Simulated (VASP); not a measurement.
A run of VASP 6.6.1 is set up as follows.

INCAR

```
PREC = Accurate
ENCUT = 520
EDIFF = 1E-6
ISMEAR = 0
SIGMA = 0.01
LREAL = F
LASPH = T
NELM = 60
ALGO = Normal
ISIF = 2
LWAVE = F
LCHARG = T
GGA = B5
ALDAX = 1.0
AGGAX = 1.0
AGGAC = 1.0
ALDAC = 0.0
LELF = T
LVHAR = T
NBANDS = 16
```

The input KPOINTS:

```
regular mesh
0
Gamma
  8 8 8
```

File POSCAR:

```
GaN
1.0
    0.0000000000      2.1352350000      2.1352350000
    2.1352350000      0.0000000000      2.1352350000
    2.1352350000      2.1352350000      0.0000000000
Ga N
1 1
Direct
    0.0000000000      0.0000000000      0.0000000000
    0.5000000000      0.5000000000      0.5000000000
```

Potentials or basis: VASP PAW PBE potentials, release 64 (Ga_d, N).

Command:

```sh
$ cat potpaw_PBE.64/Ga_d/POTCAR potpaw_PBE.64/N/POTCAR > POTCAR
$ mpirun -np 1 vasp_std > vasp.out
```

(1) What does it give for the band gap on the k mesh?

(2) Estimate the pressure.

## Answers

(1) 0.33 eV, indirect (least direct gap 2.43 eV).

(2) 8.9 GPa.

Caveat: the PAW data sets were made with another functional, which shifts forces and pressure a little.
